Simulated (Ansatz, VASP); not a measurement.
**KAg in VASP and in Ansatz**

```
K Ag
1.0
    -2.36673    3.37879    3.60041
     2.36673   -3.37879    3.60041
     2.36673    3.37879   -3.60041
K Ag
2 2
Cartesian
  2.3667 1.6894 0.4378
  0.0000 1.6894 3.1626
  0.0000 1.6894 0.0000
  0.0000 5.0682 0.0000
```

Alike in both runs: task relaxation of cell and atoms; functional PBE; k mesh 4 × 4 × 4; occupations gaussian, width 0.1 eV; no spin polarisation.

|  | VASP | Ansatz |
| --- | --- | --- |
| version | VASP 6.6.1 | Ansatz 0.2.0 |
| potentials or method | VASP PAW PBE potentials, release 64 (K_sv, Ag), cutoff 600 eV | scalar-relativistic, plane waves, PAW |
| valence electrons in the cell | 40 | 56 |

|  | VASP | Ansatz | Ansatz less VASP |
| --- | --- | --- | --- |
| gap on the k mesh at the Fermi level, each at its own relaxed structure (eV) | none | none | - |
| relaxed volume (Å³/atom) | 30.69 | 34.27 | +3.575 |
| relaxed cell length with the largest relative difference (Å) | 5.523 | 6.670 | +1.1476 |

A gap of «none» marks a metal or a gap that the smearing closes. One of these differences is far larger than is usual between the two programs; its cause wasn't traced. VASP's potentials hold 40 valence electrons a cell and Ansatz's 56, so a difference there can come from the potentials and not from the codes.

The k mesh is coarse, so the values compare programs but aren't converged.
